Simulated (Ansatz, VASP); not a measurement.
## Ba in VASP and in Ansatz

```
CELL_PARAMETERS angstrom
-2.48968 2.48968 2.48968
2.48968 -2.48968 2.48968
2.48968 2.48968 -2.48968
ATOMIC_POSITIONS crystal
Ba 0.00000 0.00000 0.00000
```

Change from the starting cell: volume scaled by 0.98.

Alike in both runs: task single point; functional PBEsol; k mesh 8 × 8 × 8; occupations fermi-dirac, width 0.05 eV; no spin polarisation.

```csv
,VASP,Ansatz
version,VASP 6.6.1,Ansatz 0.2.0
potentials or method,"VASP PAW PBE potentials, release 64 (Ba_sv), cutoff 520 eV","all-electron LAPW, scalar-relativistic"
```

Ansatz gave:

| Property | Result |
| --- | --- |
| gap on the k mesh at the Fermi level (eV) | none |
| pressure (GPa) | -0.6 |

**Question.** Estimate VASP's values.

**Answer.** gap on the k mesh at the Fermi level (eV): none; pressure (GPa): -0.5.

VASP's potentials were made for PBE, not for PBEsol. A gap of «none» marks a metal or a gap that the smearing closes. Ansatz ran all-electron here, and VASP with PAW potentials.

Spin-orbit coupling is off throughout.
